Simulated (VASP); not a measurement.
Input of a VASP 6.6.1 run:

INCAR

```
SYSTEM = InPd
PREC = Accurate
ENCUT = 520
EDIFF = 1E-7
ISMEAR = 0
SIGMA = 0.15
LREAL = .FALSE.
LASPH = .TRUE.
NELM = 100
ALGO = Fast
ISIF = 2
LWAVE = .FALSE.
LCHARG = .FALSE.
NBANDS = 18
```

KPOINTS

```
Automatic mesh
0
G
  16 16 16
  0 0 0
```

The input POSCAR:

```
InPd
1.0
    2.9978982187      0.0000000000      0.0000000000
    0.0000000000      2.9978982187      0.0000000000
    0.0000000000      0.0000000000      3.8972676843
In Pd
1 1
Direct
    0.0000000000      0.0000000000      0.0000000000
    0.5000000000      0.5000000000      0.5000000000
```

Potentials or basis: VASP PAW LDA potentials, release 64 (In_d, Pd).

The run is started by

```sh
$ cat potpaw_LDA.64/In_d/POTCAR potpaw_LDA.64/Pd/POTCAR > POTCAR
$ mpirun -np 1 vasp_std > vasp.out
```

Q: Estimate the pressure.

A: -6.3 GPa.

Stress tensor (GPa, compression positive):
```
 -4.02   0.00   0.00
  0.00  -4.02   0.00
  0.00   0.00 -10.77
```
